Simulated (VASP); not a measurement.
Li, 2 atoms in the cell. The structure is monoclinic, space group C2/m (No. 12). Conventional cell: a = 5.389 Å, b = 3.111 Å, c = 5.093 Å, α = 90.00°, β = 91.43°, γ = 90.00°. Li (site symmetry m) has 12 Li at 3.08 to 3.15 Å within 4.1 Å.  This cell differs from its parent crystal: strain +0.0250 x Voigt [0, 0, 0, 1, 0, 0].

```yaml
Program: VASP 6.6.1
Task: single point
Functional: PBEsol
Potentials_or_basis: VASP PAW PBE potentials, release 64 (Li_sv)
Cutoff: 520 eV
k_mesh: 18 × 18 × 10
Occupations: gaussian, width 0.15 eV
Spin: no spin polarisation
Dipole_correction: no
Further_INCAR_settings: ALGO = Fast; EDIFF = 1e-06; NBANDS = 10
```

Potentials or basis: VASP PAW PBE potentials, release 64 (Li_sv).

Run with:

```sh
$ cat potpaw_PBE.64/Li_sv/POTCAR > POTCAR
$ mpirun -np 1 vasp_std > vasp.out
```

Hardware: 1 thread of Intel(R) Xeon(R) Platinum 8488C (Sapphire Rapids), on a shared host.

**Question.** Estimate the wall time of this run.

**Answer.** Run time: 5.8 min on 1 thread of Intel(R) Xeon(R) Platinum 8488C (Sapphire Rapids), with other jobs on the host, peak memory 0.36 GiB. Counts: scf iterations 14, k points 866.
